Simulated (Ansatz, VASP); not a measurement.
## Two plane-wave programs on GaAs

```
As Ga
1.0
     4.06296    0.00000    0.00000
     0.00000    4.06296    0.00000
     0.00000    0.00000   19.89050
As Ga
2 2
Direct
  0.00000 0.50000 0.20110
  0.50000 0.00000 0.35110
  0.50000 0.50000 0.27332
  0.00000 0.00000 0.42183
```

Alike in both runs: task single point; functional PBE; k mesh 7 × 7 × 1; occupations gaussian, width 0.05 eV; no spin polarisation.

|  | VASP | Ansatz |
| --- | --- | --- |
| version | VASP 6.6.1 | Ansatz 0.2.0 |
| potentials or method | VASP PAW PBE potentials, release 64 (As, Ga_d), cutoff 520 eV | scalar-relativistic, plane waves, PAW |
| valence electrons in the cell | 36 | 56 |

VASP gave:

* gap on the k mesh at the Fermi level (eV): none
* rms of the force components (eV/Å): 0.174
* work function, face that differs most (eV): 4.31

Task: Estimate Ansatz's values.

Result: gap on the k mesh at the Fermi level (eV): none; rms of the force components (eV/Å): 0.177; work function, face that differs most (eV): 4.32.

A gap of «none» marks a metal or a gap that the smearing closes. VASP's potentials hold 36 valence electrons a cell and Ansatz's 56, so a difference there can come from the potentials and not from the codes.
